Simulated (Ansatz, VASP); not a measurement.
**Two plane-wave programs on Rh**

File INCAR:

```
SYSTEM = Rh
ALGO = Fast ; EDIFF = 1E-6
ENCUT = 520 ; GGA = PS
ISIF = 2 ; ISMEAR = 0
LASPH = .True. ; LCHARG = .True.
LELF = .True. ; LREAL = .False.
LVHAR = .True. ; LWAVE = .False.
NBANDS = 14 ; NELM = 100
PREC = Accurate ; SIGMA = 0.15
```

The input KPOINTS:

```
k-points
0
Gamma
  22 22 22
  0 0 0
```

The input POSCAR:

```
Rh
1.0
    0.0000000000      1.9015500000      1.8064725000
    1.9015500000      0.0000000000      1.8064725000
    1.9015500000      1.9015500000      0.0000000000
Rh
1
Direct
    0.0000000000      0.0000000000      0.0000000000
```

Input for Ansatz:

```yaml
crystal:
  lattice:
    - [0.0, 1.90155, 1.8064725]
    - [1.90155, 0.0, 1.8064725]
    - [1.90155, 1.90155, 0.0]
  atoms:
    - { symbol: Rh, position: [0.0, 0.0, 0.0] }
basis:
  ecutwfc: 420
kpoints:
  mp_grid: { grid: [22, 22, 22] }
hamiltonian:
  xc: pbesol
scf:
  occupations: { method: gaussian, width: 0.15 }
output:
  forces: true
  stress: true
  eigenvalues: true
  write_density: true
  write_potential: true
  elf: true
  volumetric_format: npy
```

Change from the starting cell: strain +0.000 along x and y, -0.050 along z, atoms carried along.

Alike in both runs: task single point; functional PBEsol; k mesh 22 × 22 × 22; occupations gaussian, width 0.15 eV; no spin polarisation.

|  | VASP | Ansatz |
| --- | --- | --- |
| version | VASP 6.6.1 | Ansatz 0.2.0 |
| potentials or method | VASP PAW PBE potentials, release 64 (Rh_pv), cutoff 520 eV | scalar-relativistic, plane waves, PAW |
| valence electrons in the cell | 15 | 17 |

```csv
,VASP,Ansatz,Ansatz less VASP
gap on the k mesh at the Fermi level (eV),none,none,-
pressure (GPa),11.0,11.1,+0.08
"traceless stress, the component that is largest in VASP (GPa)",9.20,9.22,+0.016
```

VASP's potentials were made for PBE, not for PBEsol. A gap of «none» marks a metal or a gap that the smearing closes. VASP's potentials hold 15 valence electrons a cell and Ansatz's 17, so a difference there can come from the potentials and not from the codes.
